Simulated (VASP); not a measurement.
CaZrN: relaxation of cell and atoms with PBE

The system is CaZrN.

```
Ca Zr N
1.0
     3.13525    0.00000    0.00000
     0.00000    3.13525    0.00000
     0.00000    0.00000    7.38656
Ca Zr N
1 1 1
Cartesian
  1.5676 1.5676 0.0000
  1.5676 1.5676 3.6933
  0.0000 0.0000 3.6933
```

| Item | Value |
| --- | --- |
| Program | VASP 6.6.1 |
| Task | relaxation of cell and atoms |
| Functional | PBE |
| Potentials or basis | VASP PAW PBE potentials, release 64 (Ca_sv, Zr_sv, N) |
| Cutoff | 600 eV |
| k mesh | 14 × 14 × 6 |
| Occupations | gaussian, width 0.1 eV |
| Spin | no spin polarisation |
| Dipole correction | no |
| Further INCAR settings | ALGO = Normal; EDIFF = 1e-06; IBRION = 2; EDIFFG = -0.01; NSW = 100; ISIF = 3 |

* Relaxed volume: 23.92 Å³/atom
* Relaxed cell: a = 3.137 Å, b = 3.137 Å, c = 7.293 Å, α = 90.00°, β = 90.00°, γ = 90.00°
* Space group after relaxing (to 0.05 Å): P4/mmm (No. 123)
* Energy gained by relaxing: 0.5 meV/atom
* Ionic steps: 5
* Pressure after relaxing: 0.0 GPa

The path:
| step | energy change (eV) | largest force (eV/Å) | pressure (GPa) | volume (Å³) |
| --- | --- | --- | --- | --- |
| 1 | 0.0000 | 0.0000 | -0.10 | 72.61 |
| 2 | -0.0007 | 0.0000 | -0.20 | 72.45 |
| 3 | -0.0011 | 0.0000 | -0.35 | 72.22 |
| 4 | -0.0014 | 0.0000 | -0.13 | 71.94 |
| 5 | -0.0015 | 0.0000 | -0.01 | 71.77 |

Final structure:
```yaml
crystal:
  lattice:
    - [3.13706, 0.00000, 0.00000]
    - [0.00000, 3.13706, 0.00000]
    - [0.00000, 0.00000, 7.29325]
  atoms:
    - { symbol: Ca, position: [0.50000, 0.50000, 0.00000] }
    - { symbol: Zr, position: [0.50000, 0.50000, 0.50000] }
    - { symbol: N, position: [0.00000, 0.00000, 0.50000] }
```

Levels at points of the mesh, in eV from the Fermi level:
| k point | band 11 | band 12 | band 13 | band 14 | band 15 | band 16 |
| --- | --- | --- | --- | --- | --- | --- |
| (0.00, 0.00, 0.00) | -3.49 | -1.61 | -1.61 | -1.58 | -0.55 | 0.84 |
| (0.50, 0.00, 0.00) | -4.61 | -4.17 | -0.88 | 0.74 | 0.90 | 0.93 |
| (0.50, 0.50, 0.00) | -2.57 | -2.00 | -0.60 | -0.40 | -0.40 | 0.73 |
| (0.00, 0.00, 0.50) | -1.94 | -1.83 | -1.61 | -1.61 | -1.57 | 0.83 |
| (0.50, 0.00, 0.50) | -4.61 | -4.15 | -0.06 | 0.11 | 0.32 | 1.30 |
| (0.50, 0.50, 0.50) | -2.58 | -2.08 | -0.46 | -0.21 | -0.21 | 1.39 |

It took 17 min on 1 thread of Oxide Virtual Turin-like Processor, with other jobs on the host, peak memory 0.38 GiB.
